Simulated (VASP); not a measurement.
# BN (P6_3/mmc) in VASP: notebook

Runs on BN. Level: LDA. Tasks: single point.

Program: VASP 6.6.1. These are calculated values, not measurements. Logs are shortened: lines on timing, memory, paths and dates and some standing lists are left out, and cuts for length are marked.

### 1 The cell of the first run

The structure is hexagonal, space group P6_3/mmc (No. 194). Conventional cell: a = 2.643 Å, b = 2.643 Å, c = 5.977 Å, α = 90.00°, β = 90.00°, γ = 120.00°. B (site symmetry -6m2) has 3 N at 1.53 Å within 2.0 Å. N (site symmetry -6m2) has 3 B at 1.53 Å within 2.0 Å.

### 2 Single point, LDA

INCAR reads:

```
PREC = Accurate ; ENCUT = 520
EDIFF = 1E-7 ; ISMEAR = 0
SIGMA = 0.05 ; LREAL = False
LASPH = True ; NELM = 80
ALGO = Normal ; ISIF = 2
LWAVE = False ; LCHARG = True
LELF = True ; LVHAR = True
NBANDS = 16
```

KPOINTS reads:

```
regular mesh
0
Gamma
  12 12 4
```

POSCAR reads:

```
BN
1.0
    2.6433818912      0.0000000000      0.0000000000
   -1.3216909456      2.2892358697      0.0000000000
    0.0000000000      0.0000000000      5.9772087543
B N
2 2
Direct
    0.3333333333      0.6666666667      0.2500000000
    0.6666666667      0.3333333333      0.7500000000
    0.3333333333      0.6666666667      0.7500000000
    0.6666666667      0.3333333333      0.2500000000
```

Potentials or basis: VASP PAW LDA potentials, release 64 (B, N).

The run is started by

```
cat potpaw_LDA.64/B/POTCAR potpaw_LDA.64/N/POTCAR > POTCAR
mpirun -np 1 vasp_std > vasp.out
```

OUTCAR:

```text
PREC = Accurate
   ENCUT = 520
   EDIFF = 1E-7
   ISMEAR = 0
   LREAL = False
   LASPH = True
   NELM = 80
   ISIF = 2

 ion  position               nearest neighbor table
   1  0.333  0.667  0.250-   4 1.53   4 1.53   4 1.53
   2  0.667  0.333  0.750-   3 1.53   3 1.53   3 1.53
   3  0.333  0.667  0.750-   2 1.53   2 1.53   2 1.53
   4  0.667  0.333  0.250-   1 1.53   1 1.53   1 1.53

  LATTYP: Found a hexagonal cell.
 ALAT       =     2.6433818912
 C/A-ratio  =     2.2611975872

  Lattice vectors:

 A1 = (   2.6433818912,   0.0000000000,   0.0000000000)
 A2 = (  -1.3216909456,   2.2892358697,   0.0000000000)
 A3 = (   0.0000000000,   0.0000000000,   5.9772087543)

Analysis of symmetry for initial positions (statically):
=====================================================================
 Subroutine PRICEL returns:
 Original cell was already a primitive cell.

 Routine SETGRP: Setting up the symmetry group for a
 hexagonal supercell.

 Subroutine GETGRP returns: Found 24 space group operations
 (whereof 12 operations were pure point group operations)
 out of a pool of 24 trial point group operations.

The static configuration has the point symmetry D_3d.
 The point group associated with its full space group is D_6h.

Analysis of symmetry for dynamics (positions and initial velocities):
=====================================================================
 Subroutine PRICEL returns:
 Original cell was already a primitive cell.

 Routine SETGRP: Setting up the symmetry group for a
 hexagonal supercell.

 Subroutine GETGRP returns: Found 24 space group operations
 (whereof 12 operations were pure point group operations)
 out of a pool of 24 trial point group operations.

The dynamic configuration has the point symmetry D_3d.
 The point group associated with its full space group is D_6h.

 Subroutine INISYM returns: Found 24 space group operations
 (whereof 12 operations are pure point group operations),
 and found     1 'primitive' translations

----------------------------------------------------------------------------------------

                                     Primitive cell

  volume of cell :      36.1700

  direct lattice vectors                    reciprocal lattice vectors
     2.643381891  0.000000000  0.000000000     0.378303265  0.218413492  0.000000000
    -1.321690946  2.289235870  0.000000000     0.000000000  0.436826984  0.000000000
     0.000000000  0.000000000  5.977208754     0.000000000  0.000000000  0.167302171

[... 85 lines left out ...]
   ENCUT  =  520.0 eV  38.22 Ry    6.18 a.u.   4.91  4.91 11.11*2*pi/ulx,y,z
   NELM   =     80;   NELMIN=  2; NELMDL= -5     # of ELM steps
   EDIFF  = 0.1E-06   stopping-criterion for ELM
   LREAL  =      F    real-space projection
   EDIFFG = 0.1E-05   stopping-criterion for IOM
   NSW    =      0    number of steps for IOM
   IBRION =     -1    ionic relax: 0-MD 1-quasi-New 2-CG
   NFREE  =      0    steps in history (QN), initial steepest desc. (CG)
   ISIF   =      2    stress and relaxation
   ISYM   =      2    0-nonsym 1-usesym 2-fastsym
   POTIM  = 0.5000    time-step for ionic-motion
   TEBEG  =    0.0;   TEEND  =   0.0 temperature during run
   PSTRESS=    0.0 pullay stress
   NELECT =      16.0000    total number of electrons
   NUPDOWN=      -1.0000    fix difference up-down
   EMIN   =  10.00;   EMAX   =-10.00  energy-range for DOS
   EFERMI =   0.00;   METHOD = LEGACY
   ISMEAR =     0;   SIGMA  =   0.05  broadening in eV -4-tet -1-fermi 0-gaus
   EFERMI_NEDOS =   21; number of points for ismear=-14 and -15
   IALGO  =     38    algorithm
   IMIX   =      4    mixing-type and parameters
     AMIX     =   0.40;   BMIX     =  1.00
     AMIX_MAG =   1.60;   BMIX_MAG =  1.00
  volume/ion in A,a.u.               =       9.04        61.02
  Fermi-wavevector in a.u.,A,eV,Ry     =   1.247379  2.357205 21.170055  1.555955
  Thomas-Fermi vector in A             =   2.381514
   LORBIT       =      0    0 simple, 1 ext, 2 COOP (PROOUT), +10 PAW based schemes
   GGA     = CA    functional components
   LHFCALC =     F    Hartree Fock is set to
   AEXX    =    0.0000 exact exchange contribution
   IVDW    =     0    specifies the selected vdW correction
   LEPSILON=     F    determine dielectric tensor
   LRPA    =     F    only Hartree local field effects (RPA)
 non-spin polarized calculation
 Gauss-broadening in eV      SIGMA  =   0.05
  energy-cutoff  :      520.00
  volume of cell :       36.17
 maximum number of plane-waves:       999
 NGX is ok and might be reduce to    20

 number of electron      16.0000000 magnetization

 Free energy of the ion-electron system (eV)
  ---------------------------------------------------
  ext. energy  EPLUGINS =         0.00000000
  ---------------------------------------------------
  free energy    TOTEN  =       -37.77371007 eV

  energy without entropy =      -37.77371007  energy(sigma->0) =      -37.77371007

 E-fermi :   2.6587     XC(G=0): -10.7981

 val. band max:        2.4294546243   @ k =   0.2500   0.2500   0.0000
 cond. band min:       6.1102616128   @ k =   0.5000   0.0000   0.2500
 fundamental gap:      3.6808069885
 Fermi energy:         2.6587420588

 k-point     1 :       0.0000    0.0000    0.0000
  band No.  band energies     occupation
      1     -14.5060      2.00000
      2     -13.8203      2.00000
      3      -3.7793      2.00000
      4      -0.1380      2.00000
      5       0.8204      2.00000
      6       0.8204      2.00000
[... 433 lines left out ...]
      3      -4.2275      2.00000
      4      -4.0479      2.00000
      5      -1.1110      2.00000
      6      -0.9708      2.00000
[... 8 lines left out ...]
     15      17.9681      0.00000
     16      18.3173      0.00000

 [... further k-points ...]
[... 5 lines left out ...]
  --------------------------------------------------------------------------------------
  -------------------------------------------------------------------------------------
  Total      -12.5830999    -12.5830999      0.4868336      0.0000000      0.0000000      0.0000000
  in kB     -557.3773920   -557.3773920     21.5646429      0.0000000      0.0000000      0.0000000
  external PRESSURE =    -364.3967137 kB  Pullay stress =       0.0000000 kB

 VOLUME and BASIS-vectors are now :
 -----------------------------------------------------------------------------
  energy-cutoff  :      520.00
  volume of cell :       36.17
      direct lattice vectors                 reciprocal lattice vectors
     2.643381891  0.000000000  0.000000000     0.378303265  0.218413492  0.000000000
    -1.321690946  2.289235870  0.000000000     0.000000000  0.436826984  0.000000000
     0.000000000  0.000000000  5.977208754     0.000000000  0.000000000  0.167302171

 POSITION                                       TOTAL-FORCE (eV/Angst)
 -----------------------------------------------------------------------------------
     -0.00000      1.52616      1.49430        -0.000000      0.000000      0.000000
      1.32169      0.76308      4.48291         0.000000     -0.000000      0.000000
     -0.00000      1.52616      4.48291        -0.000000      0.000000      0.000000
      1.32169      0.76308      1.49430         0.000000     -0.000000      0.000000
 -----------------------------------------------------------------------------------
    total drift:                               -0.000000      0.000000      0.000000

  FREE ENERGIE OF THE ION-ELECTRON SYSTEM (eV)
  ---------------------------------------------------
  free  energy   TOTEN  =       -37.7737100702 eV

  energy  without entropy=      -37.7737100702  energy(sigma->0) =      -37.77371007
```

stdout:

```text
POSCAR found type information on POSCAR B N
 POSCAR found :  2 types and       4 ions
 scaLAPACK will be used
 LDA part: xc-table for (Slater(with rela. corr.)+CA(PZ))
 , standard interpolation
 POSCAR, INCAR and KPOINTS ok, starting setup
 FFT: planning ... GRIDC
 FFT: planning ... GRID_SOFT
 FFT: planning ... GRID
 WAVECAR not read
 entering main loop
```

Run time: 26 s. Hardware: 1 thread of Intel Xeon Platinum 8259CL at 2.50GHz (Skylake/Cascade Lake), shared host; peak memory 0.14 GiB.

Results:

* Free energy: -37.7737 eV
* Pressure: -36.4 GPa
* Band gap on the k mesh: 3.68 eV, indirect (least direct gap 3.85 eV)

### 3 Single point, LDA

This run uses another cell than the first one, of the same volume but with other edges.

INCAR reads:

```
SYSTEM = BN
PREC = Accurate ; ENCUT = 520
EDIFF = 1E-6 ; ISMEAR = 0
SIGMA = 0.05 ; LREAL = .FALSE.
LASPH = .TRUE. ; NELM = 80
ALGO = Normal ; ISIF = 2
LWAVE = .FALSE. ; LCHARG = .FALSE.
GGA = CA ; NBANDS = 16
```

KPOINTS reads:

```
regular mesh
0
G
  12 12 4
  0 0 0
```

POSCAR reads:

```
BN
1.0
    2.3563464098      0.0000000000      0.0000000000
   -1.1781732049      2.0406558510      0.0000000000
    0.0000000000      0.0000000000      7.5221150347
B N
2 2
Direct
    0.3333333333      0.6666666667      0.2500000000
    0.6666666667      0.3333333333      0.7500000000
    0.3333333333      0.6666666667      0.7500000000
    0.6666666667      0.3333333333      0.2500000000
```

Potentials or basis: VASP PAW LDA potentials, release 64 (B, N).

The run is started by

```
cat potpaw_LDA.64/B/POTCAR potpaw_LDA.64/N/POTCAR > POTCAR
mpirun -np 1 vasp_std > vasp.out
```

OUTCAR:

```text
SYSTEM = BN
   PREC = Accurate
   ENCUT = 520
   EDIFF = 1E-6
   ISMEAR = 0
   LREAL = .FALSE.
   LASPH = .TRUE.
   NELM = 80
   ISIF = 2
   GGA = CA

 ion  position               nearest neighbor table
   1  0.333  0.667  0.250-   4 1.36   4 1.36   4 1.36
   2  0.667  0.333  0.750-   3 1.36   3 1.36   3 1.36
   3  0.333  0.667  0.750-   2 1.36   2 1.36   2 1.36
   4  0.667  0.333  0.250-   1 1.36   1 1.36   1 1.36

  LATTYP: Found a hexagonal cell.
 ALAT       =     2.3563464098
 C/A-ratio  =     3.1922789465

  Lattice vectors:

 A1 = (   2.3563464098,   0.0000000000,   0.0000000000)
 A2 = (  -1.1781732049,   2.0406558510,   0.0000000000)
 A3 = (   0.0000000000,   0.0000000000,   7.5221150347)

Analysis of symmetry for initial positions (statically):
=====================================================================
 Subroutine PRICEL returns:
 Original cell was already a primitive cell.

 Routine SETGRP: Setting up the symmetry group for a
 hexagonal supercell.

 Subroutine GETGRP returns: Found 24 space group operations
 (whereof 12 operations were pure point group operations)
 out of a pool of 24 trial point group operations.

[... 166 lines left out ...]

  energy without entropy =      -37.71810584  energy(sigma->0) =      -37.71810584

 E-fermi :   2.2834     XC(G=0): -10.0735

 val. band max:        1.9710200481   @ k =   0.3333   0.3333   0.5000
 cond. band min:       6.0228862618   @ k =   0.0000   0.0000   0.0000
 fundamental gap:      4.0518662137
 Fermi energy:         2.2834044938

 k-point     1 :       0.0000    0.0000    0.0000
  band No.  band energies     occupation
      1     -16.6577      2.00000
      2     -16.5514      2.00000
      3      -4.8919      2.00000
      4      -3.8197      2.00000
      5       0.8631      2.00000
      6       0.8631      2.00000
[... 433 lines left out ...]
      3      -5.2469      2.00000
      4      -5.2357      2.00000
      5      -1.8170      2.00000
      6      -1.8082      2.00000
[... 8 lines left out ...]
     15      19.4916      0.00000
     16      21.1456      0.00000

 [... further k-points ...]
[... 5 lines left out ...]
  --------------------------------------------------------------------------------------
  -------------------------------------------------------------------------------------
  Total       15.4870792     15.4870792     -0.3679381      0.0000000     -0.0000000     -0.0000000
  in kB      686.0112287    686.0112287    -16.2980795      0.0000000     -0.0000000     -0.0000000
  external PRESSURE =     451.9081260 kB  Pullay stress =       0.0000000 kB

 VOLUME and BASIS-vectors are now :
 -----------------------------------------------------------------------------
  energy-cutoff  :      520.00
  volume of cell :       36.17
      direct lattice vectors                 reciprocal lattice vectors
     2.356346410  0.000000000  0.000000000     0.424385819  0.245019267  0.000000000
    -1.178173205  2.040655851  0.000000000     0.000000000  0.490038533  0.000000000
     0.000000000  0.000000000  7.522115035     0.000000000  0.000000000  0.132941333

 POSITION                                       TOTAL-FORCE (eV/Angst)
 -----------------------------------------------------------------------------------
     -0.00000      1.36044      1.88053        -0.000000      0.000000      0.000000
      1.17817      0.68022      5.64159         0.000000      0.000000      0.000000
     -0.00000      1.36044      5.64159        -0.000000      0.000000      0.000000
      1.17817      0.68022      1.88053         0.000000     -0.000000      0.000000
 -----------------------------------------------------------------------------------
    total drift:                                0.000000     -0.000000      0.000000

  FREE ENERGIE OF THE ION-ELECTRON SYSTEM (eV)
  ---------------------------------------------------
  free  energy   TOTEN  =       -37.7181058419 eV

  energy  without entropy=      -37.7181058419  energy(sigma->0) =      -37.71810584
```

OSZICAR:

```text
N       E                     dE             d eps       ncg     rms          rms(c)
DAV:   1     0.532950082997E+02    0.53295E+02   -0.80486E+03  1824   0.921E+02
DAV:   2    -0.404581347093E+02   -0.93753E+02   -0.85401E+02  2440   0.224E+02
DAV:   3    -0.435730416284E+02   -0.31149E+01   -0.31034E+01  2456   0.400E+01
DAV:   4    -0.435917879900E+02   -0.18746E-01   -0.18744E-01  2232   0.354E+00
DAV:   5    -0.435919969303E+02   -0.20894E-03   -0.20894E-03  2424   0.338E-01    0.129E+01
DAV:   6    -0.385984731796E+02    0.49935E+01   -0.70339E+00  2064   0.200E+01    0.578E+00
DAV:   7    -0.378857346804E+02    0.71274E+00   -0.92103E-01  2432   0.663E+00    0.335E+00
DAV:   8    -0.377222303171E+02    0.16350E+00   -0.36434E-01  2344   0.415E+00    0.503E-01
DAV:   9    -0.377178719105E+02    0.43584E-02   -0.19358E-02  1944   0.106E+00    0.228E-01
DAV:  10    -0.377180644811E+02   -0.19257E-03   -0.85120E-04  2248   0.235E-01    0.296E-02
DAV:  11    -0.377181025894E+02   -0.38108E-04   -0.54994E-05  2224   0.508E-02    0.288E-02
DAV:  12    -0.377181058190E+02   -0.32296E-05   -0.82922E-06  2216   0.201E-02    0.168E-03
DAV:  13    -0.377181058419E+02   -0.22877E-07   -0.33795E-07  1432   0.443E-03
   1 F= -.37718106E+02 E0= -.37718106E+02  d E =-.316323E-20
```

It took 33 s on 1 thread of Intel Xeon Platinum 8259CL at 2.50GHz (Skylake/Cascade Lake), shared host; peak memory 0.14 GiB.

What came out:

```yaml
Free_energy: -37.7181 eV
Pressure: 45.2 GPa
Band_gap_on_the_k_mesh: 4.05 eV, indirect (least direct gap 4.97 eV)
```

Levels at points of the mesh, in eV from the valence-band top:
```csv
k point,band 4,band 5,band 6,band 7,band 8,band 9,band 10,band 11,band 12,band 13
"(0.00, 0.00, 0.00)",-5.79,-1.11,-1.11,-1.10,-1.10,4.05,8.40,12.87,13.04,13.04
"(0.50, 0.00, 0.00)",-9.58,-4.44,-4.43,-1.36,-0.90,4.57,5.42,10.92,12.03,12.48
"(0.00, 0.00, 0.50)",-6.37,-1.10,-1.10,-1.10,-1.10,5.84,5.84,13.05,13.05,13.05
"(0.50, 0.00, 0.50)",-9.59,-4.43,-4.43,-1.13,-1.13,4.91,4.91,11.64,11.64,13.52
```
